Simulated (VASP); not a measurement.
# HfN in VASP: a series of runs

HfN is run at these levels: PBEsol; tasks: single point.

Program: VASP 6.6.1. These are calculated values, not measurements. Logs are shortened: lines on timing, memory, paths and dates and some standing lists are left out, and cuts for length are marked.

## (1) The cell of the first run

Symmetry: Pm-3m, No. 221, cubic system. Conventional cell: a = 2.827 Å, b = 2.827 Å, c = 2.827 Å, α = 90.00°, β = 90.00°, γ = 90.00°. Within 3.2 Å of Hf (site symmetry m-3m) lie 8 N at 2.45 Å and 6 Hf at 2.83 Å. Within 3.2 Å of N (site symmetry m-3m) lie 8 Hf at 2.45 Å and 6 N at 2.83 Å.

## (2) Single point, PBEsol (volume scaled by 1.040)

Input file INCAR:

```
PREC     = Accurate       # precision mode
ENCUT    = 520            # plane-wave cutoff, eV
EDIFF    = 1E-6           # SCF threshold, eV
ISMEAR   = 0              # smearing method
SIGMA    = 0.05           # smearing width, eV
LREAL    = F              # projectors in reciprocal space
LASPH    = T              # aspherical terms in the spheres
NELM     = 80             # most SCF steps
ALGO     = Normal         # electronic algorithm
ISIF     = 2              # what is computed and relaxed
LWAVE    = F              # write WAVECAR
LCHARG   = F              # write CHGCAR
GGA      = PS             # functional
NBANDS   = 14             # bands
```

Input file KPOINTS:

```
regular mesh
0
Gamma
  12 12 12
```

Input file POSCAR:

```
HfN
1.0
    2.8271554734      0.0000000000      0.0000000000
    0.0000000000      2.8271554734      0.0000000000
    0.0000000000      0.0000000000      2.8271554734
Hf N
1 1
Direct
    0.0000000000      0.0000000000      0.0000000000
    0.5000000000      0.5000000000      0.5000000000
```

Potentials or basis: VASP PAW PBE potentials, release 64 (Hf_pv, N).

Command:

```bash
cat potpaw_PBE.64/Hf_pv/POTCAR potpaw_PBE.64/N/POTCAR > POTCAR
mpirun -np 1 vasp_std > vasp.out
```

OUTCAR:

```text
PREC = Accurate
   ENCUT = 520
   EDIFF = 1E-6
   ISMEAR = 0
   LREAL = F
   LASPH = T
   NELM = 80
   ISIF = 2
   GGA = PS

 ion  position               nearest neighbor table
   1  0.000  0.000  0.000-   2 2.45   2 2.45   2 2.45   2 2.45   2 2.45   2 2.45   2 2.45   2 2.45

   2  0.500  0.500  0.500-   1 2.45   1 2.45   1 2.45   1 2.45   1 2.45   1 2.45   1 2.45   1 2.45

  LATTYP: Found a simple cubic cell.
 ALAT       =     2.8271554734

  Lattice vectors:

 A1 = (   2.8271554734,   0.0000000000,   0.0000000000)
 A2 = (   0.0000000000,   2.8271554734,   0.0000000000)
 A3 = (   0.0000000000,   0.0000000000,   2.8271554734)

Analysis of symmetry for initial positions (statically):
=====================================================================
 Subroutine PRICEL returns:
 Original cell was already a primitive cell.

 Routine SETGRP: Setting up the symmetry group for a
 simple cubic supercell.

 Subroutine GETGRP returns: Found 48 space group operations
[... 9 lines left out ...]

 Routine SETGRP: Setting up the symmetry group for a
 simple cubic supercell.

 Subroutine GETGRP returns: Found 48 space group operations
[... 11 lines left out ...]
                                     Primitive cell

  volume of cell :      22.5969

  direct lattice vectors                    reciprocal lattice vectors
     2.827155473  0.000000000  0.000000000     0.353712419  0.000000000  0.000000000
     0.000000000  2.827155473  0.000000000     0.000000000  0.353712419  0.000000000
     0.000000000  0.000000000  2.827155473     0.000000000  0.000000000  0.353712419

  length of vectors
     2.827155473  2.827155473  2.827155473     0.353712419  0.353712419  0.353712419

  position of ions in fractional coordinates (direct lattice)
     0.000000000  0.000000000  0.000000000
     0.500000000  0.500000000  0.500000000

  ion indices of the primitive-cell ions
   primitive index   ion index
                 1           1
                 2           2

----------------------------------------------------------------------------------------

 KPOINTS: regular mesh

Automatic generation of k-mesh.
 Grid dimensions read from file:
 generate k-points for:   12   12   12

 Generating k-lattice:

  Cartesian coordinates                     Fractional coordinates (reciprocal lattice)
     0.029476035  0.000000000  0.000000000     0.083333333  0.000000000  0.000000000
     0.000000000  0.029476035  0.000000000     0.000000000  0.083333333  0.000000000
     0.000000000  0.000000000  0.029476035     0.000000000  0.000000000  0.083333333

  Length of vectors
     0.029476035  0.029476035  0.029476035

  Shift w.r.t. Gamma in fractional coordinates (k-lattice)
     0.000000000  0.000000000  0.000000000

 Subroutine IBZKPT returns following result:
 ===========================================

 Found     84 irreducible k-points:

 Following reciprocal coordinates:
            Coordinates               Weight
  0.000000  0.000000  0.000000      1.000000
  0.083333  0.000000  0.000000      6.000000
  0.166667  0.000000  0.000000      6.000000
  0.250000  0.000000  0.000000      6.000000
  0.333333  0.000000  0.000000      6.000000
  0.416667  0.000000  0.000000      6.000000
[... 16 lines left out ...]
  0.333333  0.333333  0.000000     12.000000
  0.416667  0.333333  0.000000     24.000000
 [... further k-points ...]
   k-points           NKPTS =     84   k-points in BZ     NKDIM =     84   number of bands    NBANDS=     14
   number of dos      NEDOS =    301   number of ions     NIONS =      2
   total plane-waves  NPLWV =  13824
   dimension x,y,z NGX =    24 NGY =   24 NGZ =   24
   dimension x,y,z NGXF=    48 NGYF=   48 NGZF=   48
   ions per type =               1   1
   NGX,Y,Z   is equivalent  to a cutoff of  14.11, 14.11, 14.11 a.u.
   NGXF,Y,Z  is equivalent  to a cutoff of  28.23, 28.23, 28.23 a.u.
 SYSTEM =  unknown system
   PREC   = accura    normal or accurate (medium, high low for compatibility)
   ISTART =      0    job   : 0-new  1-cont  2-samecut
   ICHARG =      2    charge: 1-file 2-atom 10-const
   ISPIN  =      1    spin polarized calculation?
   LNONCOLLINEAR =      F non collinear calculations
   LSORBIT =      F    spin-orbit coupling
   LASPH  =      T    aspherical Exc in radial PAW
   ENCUT  =  520.0 eV  38.22 Ry    6.18 a.u.   5.26  5.26  5.26*2*pi/ulx,y,z
   NELM   =     80;   NELMIN=  2; NELMDL= -5     # of ELM steps
   EDIFF  = 0.1E-05   stopping-criterion for ELM
   LREAL  =      F    real-space projection
   EDIFFG = 0.1E-04   stopping-criterion for IOM
   NSW    =      0    number of steps for IOM
   IBRION =     -1    ionic relax: 0-MD 1-quasi-New 2-CG
   NFREE  =      0    steps in history (QN), initial steepest desc. (CG)
   ISIF   =      2    stress and relaxation
   ISYM   =      2    0-nonsym 1-usesym 2-fastsym
   POTIM  = 0.5000    time-step for ionic-motion
   TEBEG  =    0.0;   TEEND  =   0.0 temperature during run
   PSTRESS=    0.0 pullay stress
   NELECT =      15.0000    total number of electrons
   NUPDOWN=      -1.0000    fix difference up-down
   EMIN   =  10.00;   EMAX   =-10.00  energy-range for DOS
   EFERMI =   0.00;   METHOD = LEGACY
   ISMEAR =     0;   SIGMA  =   0.05  broadening in eV -4-tet -1-fermi 0-gaus
   EFERMI_NEDOS =   21; number of points for ismear=-14 and -15
   IALGO  =     38    algorithm
   IMIX   =      4    mixing-type and parameters
     AMIX     =   0.40;   BMIX     =  1.00
     AMIX_MAG =   1.60;   BMIX_MAG =  1.00
  volume/ion in A,a.u.               =      11.30        76.25
  Fermi-wavevector in a.u.,A,eV,Ry     =   1.428090  2.698699 27.748278  2.039441
  Thomas-Fermi vector in A             =   2.548189
   LORBIT       =      0    0 simple, 1 ext, 2 COOP (PROOUT), +10 PAW based schemes
   GGA     = PS    functional components
   LHFCALC =     F    Hartree Fock is set to
   AEXX    =    0.0000 exact exchange contribution
   IVDW    =     0    specifies the selected vdW correction
   LEPSILON=     F    determine dielectric tensor
   LRPA    =     F    only Hartree local field effects (RPA)
 non-spin polarized calculation
 Gauss-broadening in eV      SIGMA  =   0.05
  energy-cutoff  :      520.00
  volume of cell :       22.60
 maximum number of plane-waves:       627
 NGX is ok and might be reduce to    24
   NGX = 11   NGY = 11   NGZ = 11

 number of electron      14.9999999 magnetization

 Free energy of the ion-electron system (eV)
  ---------------------------------------------------
  ext. energy  EPLUGINS =         0.00000000
  ---------------------------------------------------
  free energy    TOTEN  =       -20.99326939 eV

  energy without entropy =      -20.99205133  energy(sigma->0) =      -20.99266036

 E-fermi :   7.1969     XC(G=0): -13.0827

 val. band max:        7.1649547015   @ k =   0.4167   0.3333   0.0833
 cond. band min:       7.1992991365   @ k =   0.5000   0.2500   0.0833
 fundamental gap:      0.0343444350
 Fermi energy:         7.1969467512

 k-point     1 :       0.0000    0.0000    0.0000
  band No.  band energies     occupation
      1     -22.8835      2.00000
      2     -22.8835      2.00000
      3     -22.8835      2.00000
      4      -8.8347      2.00000
      5       4.8003      2.00000
      6       4.8003      2.00000
      7       6.1693      2.00000
      8       6.1693      2.00000
      9       6.1693      2.00000
     10      10.5031      0.00000
     11      13.5598      0.00000
     12      13.5598      0.00000
     13      13.5598      0.00000
     14      20.2697      0.00000

 k-point     2 :       0.0833    0.0000    0.0000
  band No.  band energies     occupation
      1     -22.9825      2.00000
      2     -22.8749      2.00000
      3     -22.8749      2.00000
      4      -8.6990      2.00000
      5       4.4155      2.00000
      6       4.8692      2.00000
      7       6.0571      2.00000
      8       6.0571      2.00000
      9       6.3600      2.00000
     10      10.9883      0.00000
     11      13.5869      0.00000
     12      13.5869      0.00000
     13      13.5978      0.00000
     14      20.2696      0.00000

 k-point     3 :       0.1667    0.0000    0.0000
  band No.  band energies     occupation
      1     -23.2447      2.00000
      2     -22.8512      2.00000
      3     -22.8512      2.00000
      4      -8.3197      2.00000
      5       3.3242      2.00000
      6       5.0653      2.00000
      7       5.7562      2.00000
      8       5.7562      2.00000
      9       7.2564      0.09270
     10      12.0335      0.00000
     11      13.6802      0.00000
     12      13.6802      0.00000
     13      13.7035      0.00000
     14      20.2692      0.00000

 k-point     4 :       0.2500    0.0000    0.0000
  band No.  band energies     occupation
      1     -23.5853      2.00000
      2     -22.8187      2.00000
      3     -22.8187      2.00000
      4      -7.7688      2.00000
      5       1.9991      2.00000
      6       5.3540      2.00000
      7       5.3589      2.00000
      8       5.3589      2.00000
      9       8.7869      0.00000
     10      13.1754      0.00000
     11      13.8503      0.00000
     12      13.8503      0.00000
     13      13.8528      0.00000
     14      20.5645      0.00000

 k-point     5 :       0.3333    0.0000    0.0000
  band No.  band energies     occupation
      1     -23.9082      2.00000
      2     -22.7860      2.00000
      3     -22.7860      2.00000
      4      -7.1493      2.00000
      5       0.7606      2.00000
      6       4.9769      2.00000
      7       4.9769      2.00000
      8       5.6726      2.00000
      9      10.6632      0.00000
     10      14.0083      0.00000
     11      14.0686      0.00000
[... 276 lines left out ...]
 k-point    22 :       0.5000    0.2500    0.0000
  band No.  band energies     occupation
      1     -24.0911      2.00000
      2     -23.3844      2.00000
      3     -22.6968      2.00000
      4      -6.6457      2.00000
      5       1.0096      2.00000
      6       3.7294      2.00000
      7       5.4053      2.00000
      8       6.9517      2.00000
      9      11.4939      0.00000
     10      11.8310      0.00000
     11      12.4976      0.00000
     12      12.9056      0.00000
     13      18.9451      0.00000
     14      19.2214      0.00000

 k-point    23 :       0.3333    0.3333    0.0000
  band No.  band energies     occupation
      1     -23.7671      2.00000
      2     -23.7083      2.00000
      3     -22.6982      2.00000
      4      -6.8437      2.00000
      5       1.7684      2.00000
      6       3.4571      2.00000
      7       5.7063      2.00000
      8       7.1129      1.98253
      9      10.8924      0.00000
     10      10.9496      0.00000
     11      12.5483      0.00000
     12      12.7885      0.00000
     13      16.3073      0.00000
     14      20.2736      0.00000

 k-point    24 :       0.4167    0.3333    0.0000
  band No.  band energies     occupation
      1     -23.9519      2.00000
      2     -23.6939      2.00000
      3     -22.6765      2.00000
      4      -6.8007      2.00000
      5       1.8883      2.00000
      6       3.4287      2.00000
      7       5.8851      2.00000
      8       6.8797      2.00000
      9      10.6833      0.00000
     10      10.8449      0.00000
     11      11.9762      0.00000
     12      13.5913      0.00000
     13      17.2942      0.00000
     14      20.2737      0.00000

 [... further k-points ...]
[... 5 lines left out ...]
  --------------------------------------------------------------------------------------
  -------------------------------------------------------------------------------------
  Total       -1.6389551     -1.6389551     -1.6389551      0.0000000      0.0000000      0.0000000
  in kB     -116.2060057   -116.2060057   -116.2060057      0.0000000      0.0000000      0.0000000
  external PRESSURE =    -116.2060057 kB  Pullay stress =       0.0000000 kB

 VOLUME and BASIS-vectors are now :
 -----------------------------------------------------------------------------
  energy-cutoff  :      520.00
  volume of cell :       22.60
      direct lattice vectors                 reciprocal lattice vectors
     2.827155473  0.000000000  0.000000000     0.353712419  0.000000000  0.000000000
     0.000000000  2.827155473  0.000000000     0.000000000  0.353712419  0.000000000
     0.000000000  0.000000000  2.827155473     0.000000000  0.000000000  0.353712419

 POSITION                                       TOTAL-FORCE (eV/Angst)
 -----------------------------------------------------------------------------------
      0.00000      0.00000      0.00000         0.000000      0.000000      0.000000
      1.41358      1.41358      1.41358         0.000000      0.000000      0.000000
 -----------------------------------------------------------------------------------
    total drift:                                0.000000      0.000000     -0.000000

  FREE ENERGIE OF THE ION-ELECTRON SYSTEM (eV)
  ---------------------------------------------------
  free  energy   TOTEN  =       -20.9932693906 eV

  energy  without entropy=      -20.9920513258  energy(sigma->0) =      -20.99266036
```

It took 30 s on 1 thread of Intel Xeon 8259CL, shared host; peak memory 0.16 GiB.

What came out:

- Free energy: -20.9933 eV
- Pressure: -11.6 GPa

Caveat: the cell differs from its parent crystal (volume scaled by 1.040); the PAW data sets were made with another functional, which shifts forces and pressure a little; spin-orbit coupling is left out, which moves the levels of the heavy elements.

## (3) Single point, PBEsol

This run uses another cell than the first one, of 11.08 Å³/atom, 0.981 times its volume.

Input file INCAR:

```
PREC = Accurate ; ENCUT = 520
EDIFF = 1E-7 ; ISMEAR = 0
SIGMA = 0.05 ; LREAL = F
LASPH = T ; NELM = 60
ALGO = Normal ; ISIF = 2
LWAVE = F ; LCHARG = F
GGA = PS ; NBANDS = 14
```

Input file KPOINTS:

```
Automatic mesh
0
Gamma
  12 12 12
```

Input file POSCAR:

```
HfN
1.0
    2.8462437124      0.0000000000      0.0000000000
    0.0000000000      2.7904350122      0.0000000000
    0.0000000000      0.0000000000      2.7904350122
Hf N
1 1
Direct
    0.0000000000      0.0000000000      0.0000000000
    0.5000000000      0.5000000000      0.5000000000
```

Potentials or basis: VASP PAW PBE potentials, release 64 (Hf_pv, N).

Command:

```bash
cat potpaw_PBE.64/Hf_pv/POTCAR potpaw_PBE.64/N/POTCAR > POTCAR
mpirun -np 1 vasp_std > vasp.out
```

OUTCAR:

```text
PREC = Accurate
   ENCUT = 520
   EDIFF = 1E-7
   ISMEAR = 0
   LREAL = F
   LASPH = T
   NELM = 60
   ISIF = 2
   GGA = PS

 ion  position               nearest neighbor table
   1  0.000  0.000  0.000-   2 2.43   2 2.43   2 2.43   2 2.43   2 2.43   2 2.43   2 2.43   2 2.43

   2  0.500  0.500  0.500-   1 2.43   1 2.43   1 2.43   1 2.43   1 2.43   1 2.43   1 2.43   1 2.43

  LATTYP: Found a simple tetragonal cell.
 ALAT       =     2.7904350122
 C/A-ratio  =     1.0200000000

  Lattice vectors:

 A1 = (   0.0000000000,   2.7904350122,   0.0000000000)
 A2 = (   0.0000000000,   0.0000000000,   2.7904350122)
 A3 = (   2.8462437124,   0.0000000000,   0.0000000000)

Analysis of symmetry for initial positions (statically):
=====================================================================
 Subroutine PRICEL returns:
 Original cell was already a primitive cell.

 Routine SETGRP: Setting up the symmetry group for a
 simple tetragonal supercell.

 Subroutine GETGRP returns: Found 16 space group operations
 (whereof 16 operations were pure point group operations)
 out of a pool of 16 trial point group operations.

The static configuration has the point symmetry D_4h.

[... 169 lines left out ...]
  band No.  band energies     occupation
      1     -22.7130      2.00000
      2     -22.5949      2.00000
      3     -22.5949      2.00000
      4      -8.7834      2.00000
      5       4.8938      2.00000
      6       4.9188      2.00000
      7       6.1722      2.00000
      8       6.4312      2.00000
      9       6.4312      2.00000
     10      10.9453      0.00000
     11      13.7870      0.00000
     12      13.7870      0.00000
     13      14.0576      0.00000
     14      20.5235      0.00000
[... 377 lines left out ...]
      1     -23.3359      2.00000
      2     -22.9627      2.00000
      3     -22.4941      2.00000
      4      -7.3801      2.00000
      5       2.2613      2.00000
      6       4.1088      2.00000
      7       5.6888      2.00000
      8       6.6450      2.00000
      9       9.6870      0.00000
     10      12.0695      0.00000
     11      12.5946      0.00000
     12      14.8461      0.00000
     13      15.5982      0.00000
     14      20.5238      0.00000

 [... further k-points ...]
[... 5 lines left out ...]
  --------------------------------------------------------------------------------------
  -------------------------------------------------------------------------------------
  Total       -1.8368594     -0.5892300     -0.5892300      0.0000000      0.0000000      0.0000000
  in kB     -132.7915971    -42.5970503    -42.5970503      0.0000000      0.0000000      0.0000000
  external PRESSURE =     -72.6618992 kB  Pullay stress =       0.0000000 kB

 VOLUME and BASIS-vectors are now :
 -----------------------------------------------------------------------------
  energy-cutoff  :      520.00
  volume of cell :       22.16
      direct lattice vectors                 reciprocal lattice vectors
     2.846243712  0.000000000  0.000000000     0.351340258  0.000000000  0.000000000
     0.000000000  2.790435012  0.000000000     0.000000000  0.358367063  0.000000000
     0.000000000  0.000000000  2.790435012     0.000000000  0.000000000  0.358367063

 POSITION                                       TOTAL-FORCE (eV/Angst)
 -----------------------------------------------------------------------------------
      0.00000      0.00000      0.00000         0.000000      0.000000      0.000000
      1.42312      1.39522      1.39522         0.000000      0.000000      0.000000
 -----------------------------------------------------------------------------------
    total drift:                                0.000000      0.000000     -0.000000

  FREE ENERGIE OF THE ION-ELECTRON SYSTEM (eV)
  ---------------------------------------------------
  free  energy   TOTEN  =       -21.0109718516 eV

  energy  without entropy=      -21.0098287424  energy(sigma->0) =      -21.01040030
```

It took 66 s on 1 thread of Intel Xeon 8259CL, shared host; peak memory 0.19 GiB.

What came out:

| Item | Value |
| --- | --- |
| Free energy | -21.0110 eV |
| Pressure | -7.3 GPa |

Stress tensor (GPa, compression positive):
```
-13.28   0.00   0.00
  0.00  -4.26   0.00
  0.00   0.00  -4.26
```

Caveat: the PAW data sets were made with another functional, which shifts forces and pressure a little; spin-orbit coupling is left out, which moves the levels of the heavy elements.
